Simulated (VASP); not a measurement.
A run of VASP 6.6.1:

Contents of POSCAR:

```
PbS
1.0
   -0.0803788022      3.3009775035      3.3009775035
    3.3009775035     -0.0803788022      3.3009775035
    3.2205987013      3.2205987013      0.0000000000
Pb S
1 1
Direct
   -0.0041584700     -0.0041584700      0.0041584700
    0.2541584700      0.2541584700      0.2458415300
```

Contents of INCAR.step1:

```
PREC = Accurate
ENCUT = 520
EDIFF = 1E-5
ISMEAR = 0
SIGMA = 0.01
LREAL = F
LASPH = T
NELM = 100
ALGO = Normal
ISIF = 2
LWAVE = T
LCHARG = F
NBANDS = 17
GGA = PE
```

Contents of INCAR.step2:

```
PREC = Accurate
ENCUT = 520
EDIFF = 1E-7
ISMEAR = 0
SIGMA = 0.01
LREAL = F
LASPH = T
NELM = 100
ALGO = Normal
ISIF = 2
LWAVE = F
LCHARG = F
GGA = PE
LHFCALC = T
HFSCREEN = 0.2079
PRECFOCK = Normal
NBANDS = 17
ISTART = 1
```

KPOINTS

```
regular mesh
0
Gamma
  4 4 4
```

Potentials or basis: VASP PAW PBE potentials, release 64 (Pb_d, S).

The run is started by

```console
$ cat potpaw_PBE.64/Pb_d/POTCAR potpaw_PBE.64/S/POTCAR > POTCAR
$ cp INCAR.step1 INCAR
$ mpirun -np 1 vasp_std > vasp.out
$ cp INCAR.step2 INCAR
$ mpirun -np 1 vasp_std > vasp.out
```

Hardware: 1 thread of Intel(R) Xeon(R) 6975P-C (Granite Rapids), with other jobs on the host.

Task: How long does it take, and how much memory?

Result: It took 20 min on 1 thread of Intel(R) Xeon(R) 6975P-C (Granite Rapids), on a shared host, peak memory 0.33 GiB. Counts: k points 18.
